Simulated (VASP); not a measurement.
# Mg (P6_3/mmc) in VASP: notebook, part 2 of 2

VASP 6.6.1. Earlier steps stand in the parts before.

## Step 3: Relaxation of shape and atoms at fixed volume, PBE (23.61 Å³/atom)

This run uses another cell than the first one, of 23.61 Å³/atom.

INCAR

```
  ALGO = Fast
  EDIFF = 1E-7
  EDIFFG = -0.01
  ENCUT = 600
  GGA = PE
  IBRION = 2
  ISIF = 4
  ISMEAR = 0
  LASPH = T
  LCHARG = F
  LREAL = F
  LWAVE = F
  NELM = 80
  NSW = 50
  PREC = Accurate
  SIGMA = 0.1
```

KPOINTS

```
k-points
0
Gamma
  15 15 8
```

POSCAR

```
Mg
1.0
    3.2418485384      0.0000000000      0.0000000000
   -1.6209242692      2.8075231895      0.0000000000
    0.0000000000      0.0000000000      5.1888058696
Mg
2
Direct
    0.3333333333      0.6666666667      0.2500000000
    0.6666666667      0.3333333333      0.7500000000
```

Potentials or basis: VASP PAW PBE potentials, release 64 (Mg).

Started as:

```
> cat potpaw_PBE.64/Mg/POTCAR > POTCAR
> mpirun -np 1 vasp_std > vasp.out
```

Run time: 41 s. Hardware: 1 thread of Oxide Virtual Turin-like, shared host; peak memory 0.18 GiB.

The run converged. Its results:

```
Free energy             : -3.0097 eV
Pressure after relaxing : -1.1 GPa
Band gap on the k mesh  : zero (bands 2 and 3 overlap by 2.00 eV)
```

Final structure:
```
Mg
1.0
     3.24185    0.00000    0.00000
    -1.62092    2.80752    0.00000
     0.00000    0.00000    5.18881
Mg
2
Direct
  0.33333 0.66667 0.25000
  0.66667 0.33333 0.75000
```

Levels at points of the mesh, in eV from the Fermi level:
```csv
k point,band 1,band 2,band 3,band 4,band 5
"(0.00, 0.00, 0.00)",-6.81,-1.56,-1.11,10.63,10.63
"(0.00, 0.00, 0.50)",-5.42,-5.42,5.17,5.17,11.39
```

## Step 4: Relaxation of shape and atoms at fixed volume, PBE (24.30 Å³/atom)

This run uses another cell than the first one, of 24.30 Å³/atom.

INCAR

```
PREC = Accurate
ENCUT = 600
EDIFF = 1E-6
ISMEAR = 0
SIGMA = 0.1
LREAL = False
LASPH = True
NELM = 100
ALGO = Fast
ISIF = 4
LWAVE = False
LCHARG = False
GGA = PE
IBRION = 2
NSW = 50
EDIFFG = -0.01
```

KPOINTS

```
Automatic mesh
0
Gamma
  15 15 8
```

POSCAR

```
Mg
1.0
    3.2730220713      0.0000000000      0.0000000000
   -1.6365110357      2.8345202609      0.0000000000
    0.0000000000      0.0000000000      5.2387012946
Mg
2
Direct
    0.3333333333      0.6666666667      0.2500000000
    0.6666666667      0.3333333333      0.7500000000
```

Potentials or basis: VASP PAW PBE potentials, release 64 (Mg).

Started as:

```
> cat potpaw_PBE.64/Mg/POTCAR > POTCAR
> mpirun -np 1 vasp_std > vasp.out
```

OUTCAR:

```text
PREC = Accurate
   ENCUT = 600
   EDIFF = 1E-6
   ISMEAR = 0
   LREAL = False
   LASPH = True
   NELM = 100
   ISIF = 4
   GGA = PE
   IBRION = 2
   NSW = 50
   EDIFFG = -0.01

 ion  position               nearest neighbor table
   1  0.333  0.667  0.250-   2 3.23   2 3.23   2 3.23   2 3.23   2 3.23   2 3.23
   2  0.667  0.333  0.750-   1 3.23   1 3.23   1 3.23   1 3.23   1 3.23   1 3.23

  LATTYP: Found a hexagonal cell.
 ALAT       =     3.2730220713
 C/A-ratio  =     1.6005701094
[... 402 lines left out ...]
      1       0.7508      2.00000
      2       0.7953      2.00000
      3       4.1707      0.00000
      4       5.4485      0.00000
      5       5.8880      0.00000
      6       6.0390      0.00000

 [... further k-points ...]
[... 5 lines left out ...]
  --------------------------------------------------------------------------------------
  -------------------------------------------------------------------------------------
  Total       -0.5934641     -0.5934641     -0.6047572      0.0000000      0.0000000      0.0000000
  in kB      -19.5637871    -19.5637871    -19.9360666      0.0000000      0.0000000      0.0000000
  external PRESSURE =     -19.6878803 kB  Pullay stress =       0.0000000 kB

 VOLUME and BASIS-vectors are now :
 -----------------------------------------------------------------------------
  energy-cutoff  :      600.00
  volume of cell :       48.60
      direct lattice vectors                 reciprocal lattice vectors
     3.273022071  0.000000000  0.000000000     0.305528034  0.176396693  0.000000000
    -1.636511036  2.834520261  0.000000000     0.000000000  0.352793386  0.000000000
     0.000000000  0.000000000  5.238701295     0.000000000  0.000000000  0.190887005

 POSITION                                       TOTAL-FORCE (eV/Angst)
 -----------------------------------------------------------------------------------
     -0.00000      1.88968      1.30968         0.000000     -0.000000      0.000000
      1.63651      0.94484      3.92903        -0.000000      0.000000      0.000000
 -----------------------------------------------------------------------------------
    total drift:                                0.000000     -0.000000      0.000000

  FREE ENERGIE OF THE ION-ELECTRON SYSTEM (eV)
  ---------------------------------------------------
  free  energy   TOTEN  =        -2.9964453228 eV

  energy  without entropy=       -2.9912395172  energy(sigma->0) =       -2.99384242

 reached required accuracy - stopping structural energy minimisation
```

OSZICAR:

```text
N       E                     dE             d eps       ncg     rms          rms(c)
DAV:   1     0.294823323692E+00    0.29482E+00   -0.13796E+03  1620   0.521E+02
DAV:   2    -0.298269296281E+01   -0.32775E+01   -0.31801E+01  2106   0.301E+01
DAV:   3    -0.300968488776E+01   -0.26992E-01   -0.26490E-01  2274   0.342E+00
DAV:   4    -0.300978875298E+01   -0.10387E-03   -0.10382E-03  2244   0.174E-01
DAV:   5    -0.300978911502E+01   -0.36203E-06   -0.36228E-06  2280   0.945E-03    0.970E-01
RMM:   6    -0.300401824135E+01    0.57709E-02   -0.69162E-04  1620   0.325E-01    0.622E-01
RMM:   7    -0.299642340160E+01    0.75948E-02   -0.28704E-03  1620   0.619E-01    0.343E-02
RMM:   8    -0.299644561031E+01   -0.22209E-04   -0.11179E-04  1620   0.122E-01    0.838E-03
RMM:   9    -0.299644533415E+01    0.27616E-06   -0.11078E-05  1619   0.330E-02    0.960E-04
RMM:  10    -0.299644532284E+01    0.11315E-07   -0.16253E-06  1451   0.113E-02
   1 F= -.29964453E+01 E0= -.29938424E+01  d E =-.299645E+01
```

Wall time 40 s (1 thread of Oxide Virtual Turin-like, shared host); peak memory 0.18 GiB.

What came out:

```
Free energy             : -2.9964 eV
Pressure after relaxing : -2.0 GPa
Band gap on the k mesh  : zero (bands 2 and 3 overlap by 2.00 eV)
```

Final structure:
```
Mg
1.0
     3.27302    0.00000    0.00000
    -1.63651    2.83452    0.00000
     0.00000    0.00000    5.23870
Mg
2
Direct
  0.33333 0.66667 0.25000
  0.66667 0.33333 0.75000
```

Levels at points of the mesh, in eV from the Fermi level:
```csv
k point,band 1,band 2,band 3,band 4,band 5,band 6
"(0.00, 0.00, 0.00)",-6.69,-1.52,-1.11,10.44,10.46,10.47
"(0.00, 0.00, 0.50)",-5.32,-5.32,5.08,5.08,11.22,11.22
```

## Step 5: Relaxation of shape and atoms at fixed volume, PBE (25.22 Å³/atom)

This run uses another cell than the first one, of 25.22 Å³/atom.

INCAR

```
SYSTEM = Mg
ALGO     = Normal         ! electronic algorithm
EDIFF    = 1E-6           ! SCF threshold, eV
EDIFFG   = -0.01          ! ionic threshold
ENCUT    = 600            ! plane-wave cutoff, eV
GGA      = PE             ! functional
IBRION   = 2              ! ionic algorithm
ISIF     = 4              ! what is computed and relaxed
ISMEAR   = 0              ! smearing method
LASPH    = .True.         ! aspherical terms in the spheres
LCHARG   = .False.        ! write CHGCAR
LREAL    = .False.        ! projectors in reciprocal space
LWAVE    = .False.        ! write WAVECAR
NELM     = 60             ! most SCF steps
NSW      = 50             ! ionic steps
PREC     = Accurate       ! precision mode
SIGMA    = 0.1            ! smearing width, eV
```

KPOINTS

```
k-points
0
Gamma
  15 15 8
  0 0 0
```

POSCAR

```
Mg
1.0
    3.3136848884      0.0000000000      0.0000000000
   -1.6568424442      2.8697352935      0.0000000000
    0.0000000000      0.0000000000      5.3037849842
Mg
2
Direct
    0.3333333333      0.6666666667      0.2500000000
    0.6666666667      0.3333333333      0.7500000000
```

Started as:

```
> cat potpaw_PBE.64/Mg/POTCAR > POTCAR
> mpirun -np 1 vasp_std > vasp.out
```

Run time: 39 s. Hardware: 1 thread of Oxide Virtual Turin-like, shared host; peak memory 0.17 GiB.

The run converged. Its results:

| Property | Result |
| --- | --- |
| Free energy | -2.9683 eV |
| Pressure after relaxing | -2.9 GPa |
| Band gap on the k mesh | zero (bands 2 and 3 overlap by 2.01 eV) |

Stress tensor (GPa, compression positive):
```
-2.89  0.00  0.00
 0.00 -2.89  0.00
 0.00  0.00 -2.98
```

Final structure:
```xyz
2
Lattice="3.3137 0.0000 0.0000 -1.6568 2.8697 0.0000 0.0000 0.0000 5.3038" Properties=species:S:1:pos:R:3 pbc="T T T"
Mg    0.0000    1.9132    1.3259
Mg    1.6568    0.9566    3.9778
```

Levels at points of the mesh, in eV from the Fermi level:
```csv
k point,band 1,band 2,band 3,band 4,band 5,band 6
"(0.00, 0.00, 0.00)",-6.54,-1.46,-1.12,10.16,10.16,10.26
"(0.00, 0.00, 0.50)",-5.20,-5.20,4.97,4.97,11.00,11.00
```

## Step 6: Summary

| task | potentials or basis | cell | k mesh | cutoff (eV) | smearing | gap on the mesh (eV) | pressure (GPa) |
| --- | --- | --- | --- | --- | --- | --- | --- |
| single point | VASP PAW PBE potentials, release 64 (Mg_sv) | a = 3.208, b = 3.208, c = 5.144 Å, angles 90.0, 90.0, 120.0°, 2 atoms | 18 × 18 × 8 | 750 | tetrahedron | none | -0.8 |
| relaxation of shape and atoms at fixed volume | VASP PAW PBE potentials, release 64 (Mg) | relaxed from a = 3.242, b = 3.242, c = 5.189 Å, angles 90.0, 90.0, 120.0°, 2 atoms | 15 × 15 × 8 | 600 | gaussian 0.1 eV | none | -1.1 |
| relaxation of shape and atoms at fixed volume | VASP PAW PBE potentials, release 64 (Mg) | relaxed from a = 3.273, b = 3.273, c = 5.239 Å, angles 90.0, 90.0, 120.0°, 2 atoms | 15 × 15 × 8 | 600 | gaussian 0.1 eV | none | -2.0 |
| relaxation of shape and atoms at fixed volume | VASP PAW PBE potentials, release 64 (Mg) | relaxed from a = 3.314, b = 3.314, c = 5.304 Å, angles 90.0, 90.0, 120.0°, 2 atoms | 15 × 15 × 8 | 600 | gaussian 0.1 eV | none | -2.9 |

Alike in all rows: level PBE; no spin polarisation.

Absolute energies hang on the potentials; compare differences alone.
